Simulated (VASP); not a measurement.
# Li2O (Fm-3m) in VASP: notebook

Li2O is run at these levels: RPBE, PBE; tasks: single point.

All numbers are computed with VASP 6.6.1; they aren't measurements. Logs are shortened: lines on timing, memory, paths and dates and some standing lists are left out, and cuts for length are marked.

## Step 1: The cell of the first run

Symmetry: Fm-3m, No. 225, cubic system. The conventional cell has a = 4.654 Å, b = 4.654 Å, c = 4.654 Å, α = 90.00°, β = 90.00°, γ = 90.00°. Within 2.7 Å of Li (site symmetry -43m) lie 4 O at 2.02 Å and 6 Li at 2.33 Å. Within 2.7 Å of O (site symmetry m-3m) lie 8 Li at 2.02 Å.

## Step 2: Single point, RPBE

File INCAR:

```
PREC = Accurate
ENCUT = 750
EDIFF = 1E-6
ISMEAR = -1
SIGMA = 0.051703999572871064
LREAL = F
LASPH = T
NELM = 120
ALGO = Normal
ISIF = 2
LWAVE = F
LCHARG = T
GGA = RP
LELF = T
LVHAR = T
NBANDS = 13
GGA_COMPAT = F
```

File KPOINTS:

```
regular mesh
0
Gamma
  1 1 1
```

File POSCAR:

```
Li2O
1.0
    0.0000000000      2.3268543819      2.3268543819
    2.3268543819      0.0000000000      2.3268543819
    2.3268543819      2.3268543819      0.0000000000
Li O
2 1
Direct
    0.7500000000      0.7500000000      0.7500000000
    0.2500000000      0.2500000000      0.2500000000
    0.0000000000      0.0000000000      0.0000000000
```

Potentials or basis: VASP PAW PBE potentials, release 64 (Li_sv, O).

The run is started by

```console
> cat potpaw_PBE.64/Li_sv/POTCAR potpaw_PBE.64/O/POTCAR > POTCAR
> mpirun -np 1 vasp_gam > vasp.out
```

OUTCAR:

```text
PREC = Accurate
   ENCUT = 750
   EDIFF = 1E-6
   ISMEAR = -1
   LREAL = F
   LASPH = T
   NELM = 120
   ISIF = 2
   GGA = RP

 ion  position               nearest neighbor table
   1  0.750  0.750  0.750-   3 2.02   3 2.02   3 2.02   3 2.02   2 2.33   2 2.33   2 2.33   2 2.33
                             2 2.33   2 2.33
   2  0.250  0.250  0.250-   3 2.02   3 2.02   3 2.02   3 2.02   1 2.33   1 2.33   1 2.33   1 2.33
                             1 2.33   1 2.33
   3  0.000  0.000  0.000-   1 2.02   1 2.02   1 2.02   1 2.02   2 2.02   2 2.02   2 2.02   2 2.02

  LATTYP: Found a face centered cubic cell.
 ALAT       =     4.6537087638

  Lattice vectors:

 A1 = (   0.0000000000,   2.3268543819,   2.3268543819)
 A2 = (   2.3268543819,   0.0000000000,   2.3268543819)
 A3 = (   2.3268543819,   2.3268543819,   0.0000000000)

Analysis of symmetry for initial positions (statically):
=====================================================================
 Subroutine PRICEL returns:
 Original cell was already a primitive cell.

 Routine SETGRP: Setting up the symmetry group for a
 face centered cubic supercell.

 Subroutine GETGRP returns: Found 48 space group operations
 (whereof 48 operations were pure point group operations)
 out of a pool of 48 trial point group operations.

The static configuration has the point symmetry O_h .

Analysis of symmetry for dynamics (positions and initial velocities):
=====================================================================
 Subroutine PRICEL returns:
 Original cell was already a primitive cell.

 Routine SETGRP: Setting up the symmetry group for a
 face centered cubic supercell.

 Subroutine GETGRP returns: Found 48 space group operations
 (whereof 48 operations were pure point group operations)
 out of a pool of 48 trial point group operations.

The dynamic configuration has the point symmetry O_h .

 Subroutine INISYM returns: Found 48 space group operations
 (whereof 48 operations are pure point group operations),
 and found     1 'primitive' translations

----------------------------------------------------------------------------------------

                                     Primitive cell

  volume of cell :      25.1963

  direct lattice vectors                    reciprocal lattice vectors
     0.000000000  2.326854382  2.326854382    -0.214882377  0.214882377  0.214882377
     2.326854382  0.000000000  2.326854382     0.214882377 -0.214882377  0.214882377
     2.326854382  2.326854382  0.000000000     0.214882377  0.214882377 -0.214882377

  length of vectors
     3.290669025  3.290669025  3.290669025     0.372187194  0.372187194  0.372187194

  position of ions in fractional coordinates (direct lattice)
     0.750000000  0.750000000  0.750000000
     0.250000000  0.250000000  0.250000000
     0.000000000  0.000000000  0.000000000

  ion indices of the primitive-cell ions
   primitive index   ion index
                 1           1
                 2           2
                 3           3

----------------------------------------------------------------------------------------

 KPOINTS: regular mesh

Automatic generation of k-mesh.
 Grid dimensions read from file:
 generate k-points for:    1    1    1

 Generating k-lattice:

  Cartesian coordinates                     Fractional coordinates (reciprocal lattice)
    -0.214882377  0.214882377  0.214882377     1.000000000  0.000000000  0.000000000
     0.214882377 -0.214882377  0.214882377     0.000000000  1.000000000  0.000000000
     0.214882377  0.214882377 -0.214882377     0.000000000  0.000000000  1.000000000

  Length of vectors
     0.372187194  0.372187194  0.372187194

  Shift w.r.t. Gamma in fractional coordinates (k-lattice)
     0.000000000  0.000000000  0.000000000

 Subroutine IBZKPT returns following result:
 ===========================================

 Found      1 irreducible k-points:

 Following reciprocal coordinates:
            Coordinates               Weight
  0.000000  0.000000  0.000000      1.000000
   k-points           NKPTS =      1   k-points in BZ     NKDIM =      1   number of bands    NBANDS=     13
   number of dos      NEDOS =    301   number of ions     NIONS =      3
   total plane-waves  NPLWV =  27000
   dimension x,y,z NGX =    30 NGY =   30 NGZ =   30
   dimension x,y,z NGXF=    60 NGYF=   60 NGZF=   60
   ions per type =               2   1
   NGX,Y,Z   is equivalent  to a cutoff of  15.16, 15.16, 15.16 a.u.
   NGXF,Y,Z  is equivalent  to a cutoff of  30.31, 30.31, 30.31 a.u.
 SYSTEM =  unknown system
   PREC   = accura    normal or accurate (medium, high low for compatibility)
   ISTART =      0    job   : 0-new  1-cont  2-samecut
   ICHARG =      2    charge: 1-file 2-atom 10-const
   ISPIN  =      1    spin polarized calculation?
   LNONCOLLINEAR =      F non collinear calculations
   LSORBIT =      F    spin-orbit coupling
   LASPH  =      T    aspherical Exc in radial PAW
   ENCUT  =  750.0 eV  55.12 Ry    7.42 a.u.   7.35  7.35  7.35*2*pi/ulx,y,z
   NELM   =    120;   NELMIN=  2; NELMDL= -5     # of ELM steps
   EDIFF  = 0.1E-05   stopping-criterion for ELM
   LREAL  =      F    real-space projection
   EDIFFG = 0.1E-04   stopping-criterion for IOM
   NSW    =      0    number of steps for IOM
   IBRION =     -1    ionic relax: 0-MD 1-quasi-New 2-CG
   NFREE  =      0    steps in history (QN), initial steepest desc. (CG)
   ISIF   =      2    stress and relaxation
   ISYM   =      2    0-nonsym 1-usesym 2-fastsym
   POTIM  = 0.5000    time-step for ionic-motion
   TEBEG  =    0.0;   TEEND  =   0.0 temperature during run
   PSTRESS=    0.0 pullay stress
   NELECT =      12.0000    total number of electrons
   NUPDOWN=      -1.0000    fix difference up-down
   EMIN   =  10.00;   EMAX   =-10.00  energy-range for DOS
   EFERMI =   0.00;   METHOD = LEGACY
   ISMEAR =    -1;   SIGMA  =   0.05  broadening in eV -4-tet -1-fermi 0-gaus
   EFERMI_NEDOS =   21; number of points for ismear=-14 and -15
   IALGO  =     38    algorithm
   IMIX   =      4    mixing-type and parameters
     AMIX     =   0.40;   BMIX     =  1.00
     AMIX_MAG =   1.60;   BMIX_MAG =  1.00
  volume/ion in A,a.u.               =       8.40        56.68
  Fermi-wavevector in a.u.,A,eV,Ry     =   1.278467  2.415951 22.238406  1.634477
  Thomas-Fermi vector in A             =   2.411008
   LORBIT       =      0    0 simple, 1 ext, 2 COOP (PROOUT), +10 PAW based schemes
   GGA     = RP    functional components
   LHFCALC =     F    Hartree Fock is set to
   AEXX    =    0.0000 exact exchange contribution
   IVDW    =     0    specifies the selected vdW correction
   LEPSILON=     F    determine dielectric tensor
   LRPA    =     F    only Hartree local field effects (RPA)
 non-spin polarized calculation
  energy-cutoff  :      750.00
  volume of cell :       25.20
 maximum number of plane-waves:       606
 NGX is ok and might be reduce to    30
   NGX = 15   NGY = 15   NGZ = 15

 number of electron      11.9999997 magnetization

 Free energy of the ion-electron system (eV)
  ---------------------------------------------------
  ext. energy  EPLUGINS =         0.00000000
  ---------------------------------------------------
  free energy    TOTEN  =        -5.96101897 eV

  energy without entropy =       -5.96101897  energy(sigma->0) =       -5.96101897

 E-fermi :   5.5533     XC(G=0):  -8.7768

 val. band max:        4.1875198596   @ k =   0.0000   0.0000   0.0000
 cond. band min:       7.8027574650   @ k =   0.0000   0.0000   0.0000
 fundamental gap:      3.6152376054
 Fermi energy:         5.5532528054

 k-point     1 :       0.0000    0.0000    0.0000
  band No.  band energies     occupation
      1     -42.7744      2.00000
      2     -42.5046      2.00000
      3     -11.2715      2.00000
      4       4.1875      2.00000
      5       4.1875      2.00000
      6       4.1875      2.00000
      7       7.8028      0.00000
      8      13.9155      0.00000
      9      13.9155      0.00000
     10      13.9155      0.00000
     11      20.7820      0.00000
     12      20.7820      0.00000
     13      20.7820      0.00000

------------------------ aborting loop because EDIFF is reached ----------------------------------------

  FORCE on cell =-STRESS in cart. coord.  units (eV):
  Direction    XX          YY          ZZ          XY          YZ          ZX
  --------------------------------------------------------------------------------------
  -------------------------------------------------------------------------------------
  Total        7.0023871      7.0023871      7.0023871     -0.0000000      0.0000000     -0.0000000
  in kB      445.2655392    445.2655392    445.2655392     -0.0000000      0.0000000     -0.0000000
  external PRESSURE =     445.2655392 kB  Pullay stress =       0.0000000 kB

 VOLUME and BASIS-vectors are now :
 -----------------------------------------------------------------------------
  energy-cutoff  :      750.00
  volume of cell :       25.20
      direct lattice vectors                 reciprocal lattice vectors
     0.000000000  2.326854382  2.326854382    -0.214882377  0.214882377  0.214882377
     2.326854382  0.000000000  2.326854382     0.214882377 -0.214882377  0.214882377
     2.326854382  2.326854382  0.000000000     0.214882377  0.214882377 -0.214882377

 POSITION                                       TOTAL-FORCE (eV/Angst)
 -----------------------------------------------------------------------------------
      3.49028      3.49028      3.49028         0.000000     -0.000000     -0.000000
      1.16343      1.16343      1.16343        -0.000000      0.000000      0.000000
      0.00000      0.00000      0.00000         0.000000      0.000000      0.000000
 -----------------------------------------------------------------------------------
    total drift:                                0.000000     -0.000000      0.000000

  FREE ENERGIE OF THE ION-ELECTRON SYSTEM (eV)
  ---------------------------------------------------
  free  energy   TOTEN  =        -5.9610189730 eV

  energy  without entropy=       -5.9610189730  energy(sigma->0) =       -5.96101897
```

It used 3.9 s of CPU time on 1 thread of AMD EPYC 7R13 Processor (Zen 3) (shared host).

Results:

```
Free energy            : -5.9610 eV
Pressure               : 44.5 GPa
Band gap on the k mesh : 3.62 eV
```

Caveat: the k points lie up to 2.34 Å⁻¹ apart; the PAW data sets were made with another functional, which shifts forces and pressure a little. Expect the measured gap to be larger: semilocal functionals such as RPBE lack the derivative discontinuity.

## Step 3: Single point, PBE

File INCAR:

```
ALGO = Normal
EDIFF = 1E-6
ENCUT = 750
GGA = PE
GGA_COMPAT = False
ISIF = 2
ISMEAR = 0
LASPH = True
LCHARG = False
LREAL = False
LWAVE = False
NBANDS = 13
NELM = 120
PREC = Accurate
SIGMA = 0.1
```

File KPOINTS:

```
k-points
0
Gamma
  2 2 2
```

POSCAR is that of step 2.

Potentials or basis: VASP PAW PBE potentials, release 64 (Li_sv, O).

The run is started by

```console
> cat potpaw_PBE.64/Li_sv/POTCAR potpaw_PBE.64/O/POTCAR > POTCAR
> mpirun -np 1 vasp_std > vasp.out
```

It used 4.8 s of CPU time on 1 thread of AMD EPYC 7R13 Processor (Zen 3), with other jobs on the host.

It converged, with:

| Quantity | Value |
| --- | --- |
| Free energy | -13.9648 eV |
| Pressure | 0.6 GPa |
| Band gap on the k mesh | 4.75 eV, indirect (least direct gap 4.96 eV) |

Levels at points of the mesh, in eV from the valence-band top:
```tsv
k point	band 2	band 3	band 4	band 5	band 6	band 7	band 8	band 9	band 10	band 11
(0.00, 0.00, 0.00)	-43.09	-15.41	0.00	0.00	0.00	4.96	11.55	11.55	11.55	18.55
(0.50, 0.00, 0.00)	-43.23	-15.18	-2.81	-0.45	-0.45	9.01	9.39	11.70	11.70	17.38
(0.50, 0.50, 0.00)	-43.17	-15.13	-1.64	-1.40	-1.40	4.75	13.19	13.19	14.32	15.24
```

Caveat: the k points lie up to 1.17 Å⁻¹ apart. Expect the measured gap to be larger: semilocal functionals such as PBE lack the derivative discontinuity.

## Step 4: Single point, PBE

File INCAR:

```
SYSTEM = Li2O
PREC = Accurate
ENCUT = 750
EDIFF = 1E-6
ISMEAR = 0
SIGMA = 0.1
LREAL = .False.
LASPH = .True.
NELM = 120
ALGO = Normal
ISIF = 2
LWAVE = .False.
LCHARG = .False.
GGA = PE
NBANDS = 13
GGA_COMPAT = .False.
```

File KPOINTS:

```
Automatic mesh
0
Gamma
  2 2 2
  0 0 0
```

POSCAR is that of step 3.

The run is started by

```console
> cat potpaw_PBE.64/Li_sv/POTCAR potpaw_PBE.64/O/POTCAR > POTCAR
> mpirun -np 1 vasp_std > vasp.out
```

It used 4.8 s of CPU time on 1 thread of AMD EPYC 7R13 Processor (Zen 3), on a shared host.

The run converged. Its results:

```
Free energy            : -13.9648 eV
Pressure               : 0.6 GPa
Band gap on the k mesh : 4.75 eV, indirect (least direct gap 4.96 eV)
```

Levels at points of the mesh, in eV from the valence-band top:
| k point | band 4 | band 5 | band 6 | band 7 | band 8 | band 9 |
| --- | --- | --- | --- | --- | --- | --- |
| (0.00, 0.00, 0.00) | 0.00 | 0.00 | 0.00 | 4.96 | 11.55 | 11.55 |
| (0.50, 0.00, 0.00) | -2.81 | -0.45 | -0.45 | 9.01 | 9.39 | 11.70 |
| (0.50, 0.50, 0.00) | -1.64 | -1.40 | -1.40 | 4.75 | 13.19 | 13.19 |

Caveat: the k points lie up to 1.17 Å⁻¹ apart.

## Step 5: Single point, PBE

File INCAR:

```
PREC = Accurate
ENCUT = 750
EDIFF = 1E-6
ISMEAR = -1
SIGMA = 0.08617333262145177
LREAL = F
LASPH = T
NELM = 120
ALGO = Normal
ISIF = 2
LWAVE = F
LCHARG = F
GGA = PE
NBANDS = 13
GGA_COMPAT = F
```

File KPOINTS:

```
regular mesh
0
Gamma
  2 2 2
```

POSCAR is that of step 4.

Potentials or basis: VASP PAW PBE potentials, release 64 (Li_sv, O).

The run is started by

```console
> cat potpaw_PBE.64/Li_sv/POTCAR potpaw_PBE.64/O/POTCAR > POTCAR
> mpirun -np 1 vasp_std > vasp.out
```

OUTCAR:

```text
PREC = Accurate
   ENCUT = 750
   EDIFF = 1E-6
   ISMEAR = -1
   LREAL = F
   LASPH = T
   NELM = 120
   ISIF = 2
   GGA = PE

 ion  position               nearest neighbor table
   1  0.750  0.750  0.750-   3 2.02   3 2.02   3 2.02   3 2.02   2 2.33   2 2.33   2 2.33   2 2.33
                             2 2.33   2 2.33
   2  0.250  0.250  0.250-   3 2.02   3 2.02   3 2.02   3 2.02   1 2.33   1 2.33   1 2.33   1 2.33
                             1 2.33   1 2.33
   3  0.000  0.000  0.000-   1 2.02   1 2.02   1 2.02   1 2.02   2 2.02   2 2.02   2 2.02   2 2.02

  LATTYP: Found a face centered cubic cell.
 ALAT       =     4.6537087638

  Lattice vectors:

 A1 = (   0.0000000000,   2.3268543819,   2.3268543819)
 A2 = (   2.3268543819,   0.0000000000,   2.3268543819)
 A3 = (   2.3268543819,   2.3268543819,   0.0000000000)

Analysis of symmetry for initial positions (statically):
=====================================================================
 Subroutine PRICEL returns:
 Original cell was already a primitive cell.

 Routine SETGRP: Setting up the symmetry group for a
 face centered cubic supercell.

 Subroutine GETGRP returns: Found 48 space group operations
 (whereof 48 operations were pure point group operations)
[... 161 lines left out ...]
      9      13.0751      0.00000
     10      13.0751      0.00000
     11      20.0703      0.00000
     12      20.0703      0.00000
     13      20.0703      0.00000
[... 18 lines left out ...]
  band No.  band energies     occupation
      1     -41.7476      2.00000
      2     -41.6482      2.00000
      3     -13.6014      2.00000
      4      -0.1153      2.00000
      5       0.1288      2.00000
      6       0.1288      2.00000
      7       6.2764      0.00000
      8      14.7121      0.00000
      9      14.7121      0.00000
     10      15.8404      0.00000
     11      16.7624      0.00000
     12      20.9425      0.00000
     13      24.3858      0.00000

------------------------ aborting loop because EDIFF is reached ----------------------------------------

  FORCE on cell =-STRESS in cart. coord.  units (eV):
  Direction    XX          YY          ZZ          XY          YZ          ZX
  --------------------------------------------------------------------------------------
  -------------------------------------------------------------------------------------
  Total        0.0970508      0.0970508      0.0970508      0.0000000      0.0000000      0.0000000
  in kB        6.1712339      6.1712339      6.1712339      0.0000000      0.0000000      0.0000000
  external PRESSURE =       6.1712339 kB  Pullay stress =       0.0000000 kB

 VOLUME and BASIS-vectors are now :
 -----------------------------------------------------------------------------
  energy-cutoff  :      750.00
  volume of cell :       25.20
      direct lattice vectors                 reciprocal lattice vectors
     0.000000000  2.326854382  2.326854382    -0.214882377  0.214882377  0.214882377
     2.326854382  0.000000000  2.326854382     0.214882377 -0.214882377  0.214882377
     2.326854382  2.326854382  0.000000000     0.214882377  0.214882377 -0.214882377

 POSITION                                       TOTAL-FORCE (eV/Angst)
 -----------------------------------------------------------------------------------
      3.49028      3.49028      3.49028         0.000000     -0.000000     -0.000000
      1.16343      1.16343      1.16343         0.000000      0.000000      0.000000
      0.00000      0.00000      0.00000        -0.000000     -0.000000     -0.000000
 -----------------------------------------------------------------------------------
    total drift:                                0.000000     -0.000000      0.000000

  FREE ENERGIE OF THE ION-ELECTRON SYSTEM (eV)
  ---------------------------------------------------
  free  energy   TOTEN  =       -13.9648233769 eV

  energy  without entropy=      -13.9648233768  energy(sigma->0) =      -13.96482338
```

It used 4.9 s of CPU time on 1 thread of AMD EPYC 7R13 Processor (Zen 3) (shared host).

What came out:

- Free energy: -13.9648 eV
- Pressure: 0.6 GPa
- Band gap on the k mesh: 4.75 eV, indirect (least direct gap 4.96 eV)

Levels at points of the mesh, in eV from the valence-band top:
| k point | band 4 | band 5 | band 6 | band 7 | band 8 | band 9 |
| --- | --- | --- | --- | --- | --- | --- |
| (0.00, 0.00, 0.00) | 0.00 | 0.00 | 0.00 | 4.96 | 11.55 | 11.55 |
| (0.50, 0.00, 0.00) | -2.81 | -0.45 | -0.45 | 9.01 | 9.39 | 11.70 |
| (0.50, 0.50, 0.00) | -1.64 | -1.40 | -1.40 | 4.75 | 13.19 | 13.19 |

Caveat: the k points lie up to 1.17 Å⁻¹ apart.

## Step 6: Overview

```csv
level,k mesh,smearing,gap on the mesh (eV),pressure (GPa)
RPBE,1 × 1 × 1,fermi-dirac 0.051704 eV,3.62,44.5
PBE,2 × 2 × 2,gaussian 0.1 eV,4.75,0.6
PBE,2 × 2 × 2,fermi-dirac 0.0861733 eV,4.75,0.6
```

Alike in all rows: task single point; potentials or basis VASP PAW PBE potentials, release 64 (Li_sv, O); no spin polarisation; cell as given; cutoff (eV) 750.

Caveats: all runs use coarse meshes; the PAW data sets were made with another functional, which shifts forces and pressure a little (some runs).

Total energies depend on the potentials used, so only differences within one code and one set of settings carry meaning.
